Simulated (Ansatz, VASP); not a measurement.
Sb: VASP beside Ansatz

The input POSCAR:

```
Sb
1.0
   -1.7227677635      1.7227677635      2.6209398324
    1.7227677635     -1.7227677635      2.6209398324
    1.7227677635      1.7227677635     -2.6209398324
Sb
1
Direct
    0.0000000000      0.0000000000      0.0000000000
```

INCAR.step1

```
PREC     = Accurate       # precision mode
ENCUT    = 600            # plane-wave cutoff, eV
ISMEAR   = 0              # smearing method
SIGMA    = 0.1            # smearing width, eV
LREAL    = False          # projectors in reciprocal space
LASPH    = True           # aspherical terms in the spheres
NELM     = 60             # most SCF steps
GGA      = PE             # functional
ALGO     = Normal         # electronic algorithm
EDIFF    = 1E-4           # SCF threshold, eV
LWAVE    = True           # write WAVECAR
LCHARG   = False          # write CHGCAR
```

INCAR.step2

```
PREC     = Accurate       # precision mode
ENCUT    = 600            # plane-wave cutoff, eV
EDIFF    = 1E-6           # SCF threshold, eV
ISMEAR   = 0              # smearing method
SIGMA    = 0.1            # smearing width, eV
LREAL    = False          # projectors in reciprocal space
LASPH    = True           # aspherical terms in the spheres
NELM     = 60             # most SCF steps
ALGO     = Normal         # electronic algorithm
ISIF     = 3              # what is computed and relaxed
LWAVE    = False          # write WAVECAR
LCHARG   = False          # write CHGCAR
METAGGA  = R2SCAN         # meta-GGA
LMIXTAU  = True         
IBRION   = 2              # ionic algorithm
NSW      = 90             # ionic steps
EDIFFG   = -0.04          # ionic threshold
ISTART   = 1
```

The input KPOINTS:

```
Automatic mesh
0
Gamma
  8 8 8
```

Input for Ansatz:

```yaml
crystal:
  lattice:
    - [-1.7227677635, 1.7227677635, 2.6209398324]
    - [1.7227677635, -1.7227677635, 2.6209398324]
    - [1.7227677635, 1.7227677635, -2.6209398324]
  atoms:
    - { symbol: Sb, position: [0.0, 0.0, 0.0] }
basis:
  ecutwfc: 500
kpoints:
  mp_grid: { grid: [8, 8, 8] }
hamiltonian:
  xc: r2scan
scf:
  occupations: { method: gaussian, width: 0.1 }
  lower_state_search: "off"
output:
  forces: true
  stress: true
  eigenvalues: true
relax:
  adjacent_minimum: "off"
  f_tol: 0.04
  max_steps: 70
  cell: { stress_tol: 0.4 }
```

Alike in both runs: task relaxation of cell and atoms; functional r2SCAN; k mesh 8 × 8 × 8; occupations gaussian, width 0.1 eV; no spin polarisation.

|  | VASP | Ansatz |
| --- | --- | --- |
| version | VASP 6.6.1 | Ansatz 0.2.0 |
| potentials or method | VASP PAW PBE potentials, release 64 (Sb), cutoff 600 eV | scalar-relativistic, plane waves, PAW |
| valence electrons in the cell | 5 | 15 |

Ansatz gave:

- gap on the k mesh at the Fermi level, each at its own relaxed structure (eV): none
- relaxed volume (Å³/atom): 28.02
- relaxed cell length with the largest relative difference (Å): 3.665

Q: Which values does VASP return?

A: gap on the k mesh at the Fermi level, each at its own relaxed structure (eV): none; relaxed volume (Å³/atom): 28.00; relaxed cell length with the largest relative difference (Å): 3.662.

VASP's potentials were made for PBE, not for r2SCAN. A gap of «none» marks a metal or a gap that the smearing closes. VASP's potentials hold 5 valence electrons a cell and Ansatz's 15, so a difference there can come from the potentials and not from the codes.

Spin-orbit coupling is off throughout.
